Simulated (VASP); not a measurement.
# Al48CN48 (a cell with a defect) in VASP: further runs, part 3 of 3

VASP 6.6.1. Earlier steps stand in the parts before.

## Step 5: Single point, PBE

INCAR

```
SYSTEM = Al48CN48
PREC = Accurate
ENCUT = 520
EDIFF = 1E-6
ISMEAR = -1
SIGMA = 0.01
LREAL = Auto
LASPH = .True.
NELM = 120
ALGO = Normal
ISIF = 2
LWAVE = .False.
LCHARG = .False.
GGA = PE
NBANDS = 248
GGA_COMPAT = .False.
ISYM = -1
```

KPOINTS

```
explicit points
1
Reciprocal
  0.25000000   0.25000000   0.25000000 1
```

POSCAR

```
Al48CN48
1.0
    9.3892708200      5.4208981500      0.0000000000
   -9.3892709200      5.4208979800      0.0000000000
    0.0000000000      0.0000000000     10.0348065900
Al N C
48 48 1
Direct
    0.0021000809      0.1688963118      0.2491108301
    0.1702831828      0.0027872153      0.2482091685
    0.3373159122      0.3378469402      0.2469697824
    0.0013468114      0.3316456202      0.4987967586
    0.1719957574      0.1687057237      0.4984470757
    0.3215592117     -0.0240112868      0.5079911560
    0.0024281838      0.1689094807      0.7499781817
    0.1669740468      0.0022628536      0.7497669170
    0.3318979845      0.3368854822      0.7503285621
    0.0017485221      0.3359222856      0.9999640661
    0.1681331153      0.1694212859      0.9999794127
    0.3334213274      0.0013464454      0.9951697534
    0.0015473391      0.6686285271      0.2491114281
    0.1676192372      0.5028560208      0.2485386218
    0.3362130468      0.8383093232      0.2506880404
    0.0021203495      0.8321034298      0.4987557015
    0.1609463558      0.6582843305      0.5005324173
    0.3328132670      0.5043565082      0.4982589306
    0.0011801383      0.6683096793      0.7499856557
    0.1674612495      0.5014958098      0.7504525306
    0.3347862659      0.8327357879      0.7507839770
    0.0018276093      0.8359776798      1.0000043259
    0.1681520907      0.6692316764      1.0000734852
    0.3346749934      0.5034093904      1.0000369125
    0.5017561100      0.1752909269      0.2248745882
    0.6674027428      0.0039402524      0.2506949165
    0.8333379215      0.3343154603      0.2481811660
    0.5018198843      0.3562349862      0.5104300670
    0.6819182794      0.1562751160      0.5079907574
    0.8425676479     -0.0008816627      0.5005223524
    0.5017930734      0.1700395138      0.7475302023
    0.6688242467     -0.0002101352      0.7507765030
    0.8366060311      0.3371076011      0.7497642264
    0.5017865264      0.3407356777      0.9893218081
    0.6701366718      0.1697079264      0.9951660663
    0.8354483671      0.0028688037      1.0000598327
    0.5018166662      0.6701077895      0.2492456608
    0.6663750786      0.5024140981      0.2469146742
    0.8359604370      0.8370522062      0.2485715073
    0.5017973071      0.8347745932      0.4985502167
    0.6707758360      0.6732841173      0.4982366083
    0.8315864309      0.4985525766      0.4984322274
    0.5018066219      0.6691709427      0.7491054195
    0.6716910813      0.5067765655      0.7503423143
    0.8361327246      0.8358284322      0.7504316035
    0.5017963853      0.8359708890      1.0005148490
    0.6689066873      0.6705246972      1.0000000409
    0.8354506509      0.5030858581      0.9999536025
    0.0045524535      0.1670890352      0.4399722068
    0.1720846464     -0.0000585403      0.4404781458
    0.3335593456      0.3393562778      0.4391162859
    0.0012064098      0.3354785835      0.1903692894
    0.1693287131      0.1695608912      0.1907437859
    0.3331000009      0.0018275241      0.1836267579
    0.0017773004      0.1695566747      0.9402762191
    0.1671074371      0.0028090555      0.9389209364
    0.3314226800      0.3365157237      0.9380552496
    0.0014768790      0.3346015727      0.6895423383
    0.1688508368      0.1688524326      0.6889022661
    0.3338986396      0.0005584836      0.6930114634
   -0.0009151084      0.6644227068      0.4399622415
    0.1640055034      0.4968593543      0.4389800601
    0.3252889420      0.8167491424      0.4407902594
    0.0023146444      0.8360553114      0.1904297789
    0.1683293848      0.6698321131      0.1897054998
    0.3344721249      0.5040498248      0.1901110881
    0.0018963216      0.6696245247      0.9403020293
    0.1678864634      0.5026004162      0.9404684500
    0.3350948466      0.8347915756      0.9395771523
    0.0020435122      0.8348975290      0.6895034735
    0.1665887381      0.6669999014      0.6910371354
    0.3342700664      0.5035850196      0.6890653983
    0.5017403557      0.0829494736      0.4275594115
    0.6783126947     -0.0065944853      0.4407904587
    0.8315967448      0.3297027082      0.4404497446
    0.5018052763      0.3452868349      0.1742985263
    0.6703961618      0.1705163407      0.1836350291
    0.8352372416      0.0033047997      0.1896936411
    0.5018149931      0.1700626050      0.9382014407
    0.6685695824      0.0015345037      0.9395688811
    0.8365429889      0.3375312846      0.9389204381
    0.5017724442      0.3405641818      0.6976594852
    0.6696353980      0.1684819957      0.6930321913
    0.8369267824      0.0021742068      0.6910428156
    0.5018556711      0.6681910514      0.4399152052
    0.6701215783      0.5075853090      0.4390838987
    0.8394249382      0.8345637424      0.4389866372
    0.5017674210      0.8367440104      0.1907978976
    0.6690679488      0.6713525706      0.1900662442
    0.8342410971      0.5020308425      0.1907129931
    0.5018285767      0.6694159179      0.9398703319
    0.6722307209      0.5069111684      0.9380638197
    0.8357715941      0.8365210577      0.9404563920
    0.5017639933      0.8356206875      0.6895891752
    0.6692400303      0.6710500679      0.6890682883
    0.8346790258      0.5018045023      0.6888887133
    0.5017874859      0.2043349921      0.4163101663
```

Run with:

```console
$ cat potpaw_PBE.64/Al/POTCAR potpaw_PBE.64/N/POTCAR potpaw_PBE.64/C/POTCAR > POTCAR
$ mpirun -np 1 vasp_std > vasp.out
```

It took 7.2 min on 1 thread of Intel Xeon 6975P-C (Granite Rapids), shared host; peak memory 1.1 GiB.

It converged, with:

| Quantity | Value |
| --- | --- |
| Free energy | -717.2832 eV |
| Pressure | 2.1 GPa |
| Largest force | 0.141 eV/Å |

Forces on the atoms (eV/Å):
```
Al   0.002  0.002  0.000
Al   0.001  0.004 -0.003
Al   0.001  0.001 -0.006
Al   0.003  0.001  0.001
Al  -0.002 -0.003  0.000
Al   0.013 -0.001  0.002
Al   0.000  0.001  0.002
Al   0.001  0.003  0.005
Al   0.003  0.007  0.005
Al   0.001  0.001  0.001
Al   0.003  0.004  0.001
Al   0.001  0.002  0.002
Al   0.002  0.000  0.000
Al   0.002  0.001 -0.002
Al   0.004  0.003  0.006
Al   0.000  0.000  0.000
Al  -0.003  0.001  0.003
Al   0.002  0.003  0.001
Al   0.001  0.000  0.002
Al  -0.001  0.002  0.001
Al   0.003  0.003  0.001
Al   0.002  0.003  0.001
Al   0.002  0.000  0.002
Al   0.000  0.002  0.001
Al   0.002 -0.005  0.006
Al  -0.001 -0.006  0.001
Al  -0.002  0.000 -0.004
Al   0.008  0.003 -0.009
Al   0.004 -0.011 -0.001
Al  -0.004 -0.001  0.002
Al  -0.001  0.001 -0.002
Al   0.001 -0.003  0.000
Al   0.002  0.001  0.005
Al  -0.001 -0.001  0.004
Al  -0.004  0.002  0.002
Al   0.001  0.003  0.002
Al   0.000  0.000  0.001
Al   0.000 -0.004 -0.001
Al   0.000 -0.002 -0.002
Al  -0.006  0.003  0.000
Al   0.002 -0.003  0.000
Al   0.001  0.001 -0.001
Al  -0.001  0.003  0.003
Al   0.005  0.000  0.004
Al  -0.001  0.001  0.002
Al   0.002  0.000  0.006
Al   0.003 -0.001  0.003
Al  -0.001  0.000  0.002
N   -0.002 -0.003  0.000
N   -0.001 -0.002  0.001
N   -0.001  0.000 -0.001
N    0.000 -0.001  0.001
N   -0.001 -0.004  0.002
N   -0.003  0.002  0.003
N   -0.001 -0.002  0.000
N   -0.001 -0.004 -0.001
N   -0.002 -0.005 -0.002
N   -0.001 -0.002 -0.003
N   -0.002 -0.002 -0.004
N   -0.005 -0.002 -0.001
N    0.004 -0.001  0.001
N   -0.003 -0.005  0.000
N    0.000  0.005 -0.006
N    0.001  0.000  0.001
N   -0.002 -0.003 -0.001
N   -0.004 -0.002  0.000
N    0.000  0.001 -0.001
N   -0.001 -0.001  0.000
N   -0.003 -0.002 -0.001
N   -0.001 -0.003  0.000
N   -0.001 -0.001 -0.004
N   -0.002 -0.002 -0.003
N    0.119 -0.059  0.028
N    0.004 -0.001 -0.002
N   -0.006 -0.004  0.001
N   -0.005  0.000 -0.001
N   -0.002 -0.002  0.003
N    0.001  0.002 -0.001
N    0.000  0.000  0.000
N    0.000  0.002 -0.001
N    0.001  0.001 -0.001
N   -0.009  0.001 -0.001
N   -0.001  0.002 -0.001
N    0.000 -0.001 -0.004
N    0.002 -0.002  0.000
N   -0.004  0.001  0.001
N   -0.001  0.004  0.000
N    0.001  0.000 -0.004
N   -0.001  0.005 -0.001
N    0.002  0.004  0.002
N    0.001 -0.001 -0.002
N    0.003  0.001 -0.003
N    0.000  0.001 -0.002
N   -0.002  0.001 -0.001
N    0.000  0.000 -0.003
N    0.001  0.001 -0.001
C   -0.121  0.063 -0.035
```

Stress tensor (GPa, compression positive):
```
 2.17 -0.41  0.28
-0.41  1.55 -0.17
 0.28 -0.17  2.62
```

Levels at points of the mesh, in eV from the Fermi level:
| k point | band 190 | band 191 | band 192 | band 193 | band 194 | band 195 | band 196 | band 197 | band 198 | band 199 |
| --- | --- | --- | --- | --- | --- | --- | --- | --- | --- | --- |
| (0.25, 0.25, 0.25) | -2.76 | -2.75 | -2.72 | -2.67 | -0.22 | 0.22 | 2.56 | 2.84 | 2.97 | 3.00 |
